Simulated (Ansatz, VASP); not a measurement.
# Two plane-wave programs on InSb

```
CELL_PARAMETERS angstrom
0.00000 3.23910 3.23910
3.23910 0.00000 3.23910
3.23910 3.23910 0.00000
ATOMIC_POSITIONS crystal
In 0.00000 0.00000 0.00000
Sb 0.25000 0.25000 0.25000
```

Alike in both runs: task relaxation of cell and atoms; functional r2SCAN; k mesh 9 × 9 × 9; occupations fermi-dirac, width 0.1 eV; no spin polarisation.

|  | VASP | Ansatz |
| --- | --- | --- |
| version | VASP 6.6.1 | Ansatz 0.2.0 |
| potentials or method | VASP PAW PBE potentials, release 64 (In_d, Sb), cutoff 600 eV | PAW plane waves |
| valence electrons in the cell | 18 | 28 |

|  | VASP | Ansatz | Ansatz less VASP |
| --- | --- | --- | --- |
| relaxed volume (Å³/atom) | 35.25 | 35.26 | +0.010 |
| relaxed cell length with the largest relative difference (Å) | 4.637 | 4.637 | +0.0004 |

VASP's potentials were made for PBE, not for r2SCAN. VASP's potentials hold 18 valence electrons a cell and Ansatz's 28, so a difference there can come from the potentials and not from the codes.

Neither program's run includes spin-orbit coupling.
